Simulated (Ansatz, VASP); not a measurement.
# Al: VASP beside Ansatz

```
Al
1.0
     0.00000    2.03821    2.03821
     2.03821    0.00000    2.03821
     2.03821    2.03821    0.00000
Al
1
Direct
  0.00000 0.00000 0.00000
```

Alike in both runs: task single point; functional PBE-based screened hybrid; k mesh 6 × 6 × 6; occupations fermi-dirac, width 0.05 eV; no spin polarisation.

```csv
,VASP,Ansatz
version,VASP 6.6.1,Ansatz 0.2.0
potentials or method,"VASP PAW PBE potentials, release 64 (Al)",Ansatz PAW
plane-wave cutoff (eV),520,420
valence electrons in the cell,3,3
```

Ansatz gave:

- gap on the k mesh at the Fermi level (eV): none
- pressure (GPa): -2.3

Task: Estimate VASP's values.

Result: gap on the k mesh at the Fermi level (eV): none; pressure (GPa): -2.2.

VASP's potentials were made for PBE, not for PBE-based screened hybrid. A gap of «none» marks a metal or a gap that the smearing closes.

The k mesh is coarse, so the values compare programs but aren't converged.
